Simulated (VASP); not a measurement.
Write the native input for VASP 6.6.1 that does the following.

| Property | Result |
| --- | --- |
| Task | single point |
| Functional | PBE |
| Potentials or basis | VASP PAW PBE potentials, release 64 (Na_pv) |
| Cutoff | 520 eV |
| k mesh | 18 × 18 × 18 |
| Occupations | gaussian, width 0.15 eV |
| Spin | no spin polarisation |
| Dipole correction | no |
| Further INCAR settings | ALGO = Fast; EDIFF = 1e-06; NBANDS = 10 |

The structure of Na lies in POSCAR:

```
Na
1.0
   -2.0512843058      2.0512843058      2.2564127364
    2.0512843058     -2.0512843058      2.2564127364
    2.0512843058      2.0512843058     -2.2564127364
Na
1
Direct
    0.0000000000      0.0000000000      0.0000000000
```

This cell differs from its parent crystal: ratio of the length along z to the lengths across it x 1.1, volume and fractional coordinates fixed.

These files were run (other wordings do the same):

INCAR

```
PREC = Accurate
ENCUT = 520
EDIFF = 1E-6
ISMEAR = 0
SIGMA = 0.15
LREAL = F
LASPH = T
NELM = 60
ALGO = Fast
ISIF = 2
LWAVE = F
LCHARG = T
GGA = PE
LELF = T
LVHAR = T
NBANDS = 10
```

KPOINTS

```
regular mesh
0
Gamma
  18 18 18
```

Potentials or basis: VASP PAW PBE potentials, release 64 (Na_pv).

Run with:

```sh
$ cat potpaw_PBE.64/Na_pv/POTCAR > POTCAR
$ mpirun -np 1 vasp_std > vasp.out
```

It gave:

| Quantity | Value |
| --- | --- |
| Pressure | -0.3 GPa |
| Band gap on the k mesh | zero (an odd number of electrons rules out a gap without spin polarisation) |

Run time: 93 s on 1 thread of Intel(R) Xeon(R) Platinum 8259CL CPU @ 2.50GHz (Skylake/Cascade Lake), on a shared host, peak memory 0.26 GiB.
